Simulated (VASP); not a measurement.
# Ti (P6_3/mmc) in VASP: phonons with r2SCAN

Aim: the phonons of Ti with r2SCAN.

All numbers are computed with VASP 6.6.1; they aren't measurements. Logs are shortened: lines on timing, memory, paths and dates and some standing lists are left out, and cuts for length are marked.

## 1. The cell of the first run

Symmetry: P6_3/mmc, No. 194, hexagonal system. The conventional cell has a = 2.938 Å, b = 2.938 Å, c = 4.648 Å, α = 90.00°, β = 90.00°, γ = 120.00°. Within 3.8 Å of Ti (site symmetry -6m2) lie 12 Ti at 2.88 to 2.94 Å.

## 2. Phonons, r2SCAN

The input, INCAR:

```
SYSTEM = Ti
PREC = Accurate
ENCUT = 520
EDIFF = 1E-8
ISMEAR = -1
SIGMA = 0.15
LREAL = .False.
LASPH = .True.
NELM = 60
ALGO = Normal
ISIF = 2
LWAVE = .False.
LCHARG = .True.
METAGGA = R2SCAN
LMIXTAU = .True.
IBRION = 6
NFREE = 2
POTIM = 0.015
NSW = 1
```

The input, KPOINTS:

```
Automatic mesh
0
Gamma
  15 15 8
  0 0 0
```

The input, POSCAR:

```
Ti
1.0
    2.9375486394      0.0000000000      0.0000000000
   -1.4687743197      2.5439917466      0.0000000000
    0.0000000000      0.0000000000      4.6482925314
Ti
2
Direct
    0.3333333333      0.6666666667      0.2500000000
    0.6666666667      0.3333333333      0.7500000000
```

Potentials or basis: VASP PAW PBE potentials, release 64 (Ti_sv).

The run is started by

```console
> cat potpaw_PBE.64/Ti_sv/POTCAR > POTCAR
> mpirun -np 1 vasp_std > vasp.out
```

OUTCAR:

```text
SYSTEM = Ti
   PREC = Accurate
   ENCUT = 520
   EDIFF = 1E-8
   ISMEAR = -1
   LREAL = .False.
   LASPH = .True.
   NELM = 60
   ISIF = 2
   METAGGA = R2SCAN
   IBRION = 6
   NFREE = 2
   POTIM = 0.015
   NSW = 1

 ion  position               nearest neighbor table
   1  0.333  0.667  0.250-   2 2.88   2 2.88   2 2.88   2 2.88   2 2.88   2 2.88
   2  0.667  0.333  0.750-   1 2.88   1 2.88   1 2.88   1 2.88   1 2.88   1 2.88

  LATTYP: Found a hexagonal cell.
 ALAT       =     2.9375486394
 C/A-ratio  =     1.5823712564

  Lattice vectors:

 A1 = (   2.9375486394,   0.0000000000,   0.0000000000)
 A2 = (  -1.4687743197,   2.5439917466,   0.0000000000)
 A3 = (   0.0000000000,   0.0000000000,   4.6482925314)

Analysis of symmetry for initial positions (statically):
=====================================================================
 Subroutine PRICEL returns:
 Original cell was already a primitive cell.

 Routine SETGRP: Setting up the symmetry group for a
 hexagonal supercell.

 Subroutine GETGRP returns: Found 24 space group operations
 (whereof 12 operations were pure point group operations)
 out of a pool of 24 trial point group operations.

The static configuration has the point symmetry D_3d.
 The point group associated with its full space group is D_6h.

Analysis of symmetry for dynamics (positions and initial velocities):
=====================================================================
 Subroutine PRICEL returns:
 Original cell was already a primitive cell.

 Routine SETGRP: Setting up the symmetry group for a
 hexagonal supercell.

 Subroutine GETGRP returns: Found 24 space group operations
 (whereof 12 operations were pure point group operations)
 out of a pool of 24 trial point group operations.

The dynamic configuration has the point symmetry D_3d.
 The point group associated with its full space group is D_6h.

 Subroutine INISYM returns: Found 24 space group operations
 (whereof 12 operations are pure point group operations),
 and found     1 'primitive' translations

----------------------------------------------------------------------------------------

                                     Primitive cell

  volume of cell :      34.7372

  direct lattice vectors                    reciprocal lattice vectors
     2.937548639  0.000000000  0.000000000     0.340419895  0.196541518  0.000000000
    -1.468774320  2.543991747  0.000000000     0.000000000  0.393083036  0.000000000
     0.000000000  0.000000000  4.648292531     0.000000000  0.000000000  0.215132760

  length of vectors
     2.937548639  2.937548639  4.648292531     0.393083036  0.393083036  0.215132760

  position of ions in fractional coordinates (direct lattice)
     0.333333333  0.666666667  0.250000000
     0.666666667  0.333333333  0.750000000

  ion indices of the primitive-cell ions
   primitive index   ion index
                 1           1
                 2           2

----------------------------------------------------------------------------------------

 KPOINTS: Automatic mesh

Automatic generation of k-mesh.
 Grid dimensions read from file:
 generate k-points for:   15   15    8

 Generating k-lattice:

  Cartesian coordinates                     Fractional coordinates (reciprocal lattice)
     0.022694660  0.013102768  0.000000000     0.066666667  0.000000000  0.000000000
     0.000000000  0.026205536  0.000000000     0.000000000  0.066666667  0.000000000
     0.000000000  0.000000000  0.026891595     0.000000000  0.000000000  0.125000000

  Length of vectors
[... 66 lines left out ...]
   NELECT =      24.0000    total number of electrons
   NUPDOWN=      -1.0000    fix difference up-down
   EMIN   =  10.00;   EMAX   =-10.00  energy-range for DOS
   EFERMI =   0.00;   METHOD = LEGACY
   ISMEAR =    -1;   SIGMA  =   0.15  broadening in eV -4-tet -1-fermi 0-gaus
   EFERMI_NEDOS =   21; number of points for ismear=-14 and -15
   IALGO  =     38    algorithm
   IMIX   =      4    mixing-type and parameters
     AMIX     =   0.40;   BMIX     =  1.00
     AMIX_MAG =   1.60;   BMIX_MAG =  1.00
  volume/ion in A,a.u.               =      17.37       117.21
  Fermi-wavevector in a.u.,A,eV,Ry     =   1.447262  2.734929 28.498320  2.094567
  Thomas-Fermi vector in A             =   2.565237
   LORBIT       =      0    0 simple, 1 ext, 2 COOP (PROOUT), +10 PAW based schemes
   METAGGA = R2SCAN    functional components
   LHFCALC =     F    Hartree Fock is set to
   AEXX    =    0.0000 exact exchange contribution
   IVDW    =     0    specifies the selected vdW correction
   LEPSILON=     F    determine dielectric tensor
   LRPA    =     F    only Hartree local field effects (RPA)
 finite differences with symmetry
 non-spin polarized calculation
  energy-cutoff  :      520.00
  volume of cell :       34.74
 maximum number of plane-waves:       965
 NGX is ok and might be reduce to    24
   NGX = 11   NGY = 11   NGZ = 17

--------------------------------------- Ionic step        1  -------------------------------------------

 number of electron      24.0000002 magnetization

 Free energy of the ion-electron system (eV)
  ---------------------------------------------------
  ext. energy  EPLUGINS =         0.00000000
  ---------------------------------------------------
  free energy    TOTEN  =       -25.97474435 eV

  energy without entropy =      -25.81193216  energy(sigma->0) =      -25.89333826

------------------------ aborting loop because EDIFF is reached ----------------------------------------

  FORCE on cell =-STRESS in cart. coord.  units (eV):
  Direction    XX          YY          ZZ          XY          YZ          ZX
  --------------------------------------------------------------------------------------
  -------------------------------------------------------------------------------------
  Total        0.0677282      0.0677282      0.0694364      0.0000000      0.0000000      0.0000000
  in kB        3.1238200      3.1238200      3.2026065      0.0000000      0.0000000      0.0000000
  external PRESSURE =       3.1500821 kB  Pullay stress =       0.0000000 kB
[... 131 lines left out ...]
--------------------------------------- Ionic step        5  -------------------------------------------

 number of electron      23.9999999 magnetization

 Free energy of the ion-electron system (eV)
  ---------------------------------------------------
  ext. energy  EPLUGINS =         0.00000000
  ---------------------------------------------------
  free energy    TOTEN  =       -25.97437128 eV

  energy without entropy =      -25.81168726  energy(sigma->0) =      -25.89302927

 E-fermi :   8.3594     XC(G=0): -12.3959

 val. band max:        8.3509264266   @ k =   0.2000  -0.0000   0.3750
 cond. band min:       8.3742769987   @ k =  -0.0667   0.2000   0.1250
 fundamental gap:      0.0233505721
 Fermi energy:         8.3593992965

 k-point     1 :       0.0000    0.0000    0.0000
  band No.  band energies     occupation
      1     -50.8249      2.00000
      2     -50.6806      2.00000
      3     -26.3796      2.00000
      4     -25.7240      2.00000
      5     -25.7239      2.00000
      6     -25.6401      2.00000
[... 433 lines left out ...]
      3     -26.1661      2.00000
      4     -26.0438      2.00000
      5     -26.0060      2.00000
      6     -25.9605      2.00000
[... 8 lines left out ...]
     15       9.8577      0.00009
     16      11.6152      0.00000

 [... further k-points ...]

------------------------ aborting loop because EDIFF is reached ----------------------------------------

  FORCE on cell =-STRESS in cart. coord.  units (eV):
  Direction    XX          YY          ZZ          XY          YZ          ZX
  --------------------------------------------------------------------------------------
  -------------------------------------------------------------------------------------
  Total        0.0686903      0.0686903      0.0737050      0.0000000     -0.0000000      0.0000000
  in kB        3.1681932      3.1681932      3.3994853      0.0000000     -0.0000000      0.0000000
  external PRESSURE =       3.2452906 kB  Pullay stress =       0.0000000 kB
[... 17 lines left out ...]
  FREE ENERGIE OF THE ION-ELECTRON SYSTEM (eV)
  ---------------------------------------------------
  free  energy   TOTEN  =       -25.9743712753 eV

  energy  without entropy=      -25.8116872553  energy(sigma->0) =      -25.89302927

 INTERNAL STRAIN TENSORS FROM DISPLACED ATOMS
 ============================================

 INTERNAL STRAIN TENSOR FOR ION    1 for displacements in x,y,z  (eV/Angst):
          X           Y           Z          XY          YZ          ZX
  --------------------------------------------------------------------------------
  x     0.00000     0.00000     0.00000    -3.54254     0.00000     0.00000
  y    -3.54254     3.54254     0.00000    -0.00000     0.00000     0.00000
  z     0.00000     0.00000    -0.00000     0.00000     0.00000     0.00000

 INTERNAL STRAIN TENSOR FOR ION    2 for displacements in x,y,z  (eV/Angst):
          X           Y           Z          XY          YZ          ZX
  --------------------------------------------------------------------------------
  x     0.00000    -0.00000     0.00000     3.54254     0.00000     0.00000
  y     3.54254    -3.54254     0.00000     0.00000     0.00000     0.00000
  z    -0.00000    -0.00000     0.00000     0.00000     0.00000     0.00000

 Eigenvectors and eigenvalues of the dynamical matrix
 ----------------------------------------------------

   1 f  =    5.811462 THz    36.514495 2PiTHz  193.849518 cm-1    24.034266 meV
             X         Y         Z           dx          dy          dz
     -0.000000  1.695994  1.162073    -0.000000   -0.000000   -0.707107
      1.468774  0.847997  3.486219     0.000000    0.000000    0.707107
[... 11 lines left out ...]
   4 f  =    0.000000 THz     0.000000 2PiTHz    0.000001 cm-1     0.000000 meV
             X         Y         Z           dx          dy          dz
     -0.000000  1.695994  1.162073     0.043736   -0.171368    0.684631
      1.468774  0.847997  3.486219     0.043736   -0.171368    0.684631

   5 f/i=    0.000000 THz     0.000000 2PiTHz    0.000001 cm-1     0.000000 meV
             X         Y         Z           dx          dy          dz
     -0.000000  1.695994  1.162073     0.563125   -0.405001   -0.137348
      1.468774  0.847997  3.486219     0.563125   -0.405001   -0.137348

   6 f/i=    0.000000 THz     0.000000 2PiTHz    0.000002 cm-1     0.000000 meV
             X         Y         Z           dx          dy          dz
     -0.000000  1.695994  1.162073    -0.425415   -0.553721   -0.111424
      1.468774  0.847997  3.486219    -0.425415   -0.553721   -0.111424

 ELASTIC MODULI CONTR FROM IONIC RELAXATION (kBar)
 Direction    XX          YY          ZZ          XY          YZ          ZX
 --------------------------------------------------------------------------------
 XX        -383.4684    383.4684      0.0000      0.0000      0.0000      0.0000
 YY         383.4684   -383.4684      0.0000     -0.0000      0.0000      0.0000
 ZZ           0.0000      0.0000     -0.0000      0.0000      0.0000      0.0000
 XY           0.0000     -0.0000      0.0000   -383.4684      0.0000      0.0000
 YZ           0.0000      0.0000      0.0000      0.0000      0.0000      0.0000
 ZX           0.0000      0.0000      0.0000      0.0000      0.0000      0.0000
 --------------------------------------------------------------------------------
```

Run time: 33 min. Hardware: 1 thread of AMD EPYC 9R45 (Zen 5), shared host; peak memory 0.51 GiB.

What came out:

* Highest phonon frequency at Γ: 194 cm⁻¹

Phonon frequencies in cm⁻¹ (negative: imaginary):
```tsv
q point	frequencies
(0.000, 0.000, 0.000)	0 0 0 131 131 194
```

Caveat: the PAW data sets were made with another functional, which shifts forces and pressure a little.
